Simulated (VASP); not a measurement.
LuMgH5: single point with PBEsol

The system is LuMgH5.

```
Lu Mg H
1.0
     3.27618    0.00000    0.00000
     0.00000    3.27618    0.00000
     0.00000    0.00000    5.22583
Lu Mg H
1 1 5
Direct
  0.50000 0.50000 0.00000
  0.00000 0.00000 0.50000
  0.00000 0.50000 0.27202
  0.00000 0.50000 0.72798
  0.50000 0.00000 0.27202
  0.50000 0.00000 0.72798
  0.00000 0.00000 0.00000
```

* Program: VASP 6.6.1
* Task: single point
* Functional: PBEsol
* Potentials or basis: VASP PAW PBE potentials, release 64 (Lu, Mg, H)
* Cutoff: 520 eV
* k mesh: 6 × 6 × 4
* Occupations: fermi-dirac, width 0.03 eV
* Spin: no spin polarisation
* Dipole correction: no
* Further INCAR settings: ALGO = Normal; EDIFF = 1e-06; NBANDS = 25

```yaml
Pressure: 0.0 GPa
Largest_force: 0.014 eV/Å
Band_gap_on_the_k_mesh: zero (bands 16 and 17 overlap by 0.96 eV)
```

Forces in eV/Å, atoms in the order of the input:
```
Lu   0.000  0.000  0.000
Mg   0.000  0.000  0.000
H    0.000  0.000  0.014
H    0.000  0.000 -0.014
H    0.000  0.000  0.014
H    0.000  0.000 -0.014
H    0.000  0.000  0.000
```

Levels at points of the mesh, in eV from the Fermi level:
```
           k point  band 13  band 14  band 15  band 16  band 17  band 18  band 19  band 20
(0.00, 0.00, 0.00)    -4.67    -4.66    -3.44     0.68     3.55     3.55     3.62     4.83
(0.50, 0.00, 0.00)    -4.71    -4.66    -2.82    -1.66    -0.29     2.68     4.40     5.98
(0.50, 0.50, 0.00)    -4.29    -4.29    -4.26    -4.26    -0.21     3.29     3.47     5.76
(0.00, 0.00, 0.50)    -4.70    -2.85    -2.41    -1.05     3.04     3.04     4.00     6.03
(0.50, 0.00, 0.50)    -4.71    -4.66    -4.55     0.22     1.33     2.74     3.61     4.09
(0.50, 0.50, 0.50)    -4.71    -4.69    -2.90    -2.90     1.04     1.98     2.05     4.75
```

It took 24 s on 1 thread of Intel(R) Xeon(R) Platinum 8375C CPU @ 2.90GHz (Ice Lake), on a shared host, peak memory 0.2 GiB.

Caveat: the PAW data sets were made with another functional, which shifts forces and pressure a little; spin-orbit coupling is left out, which moves the levels of the heavy elements.
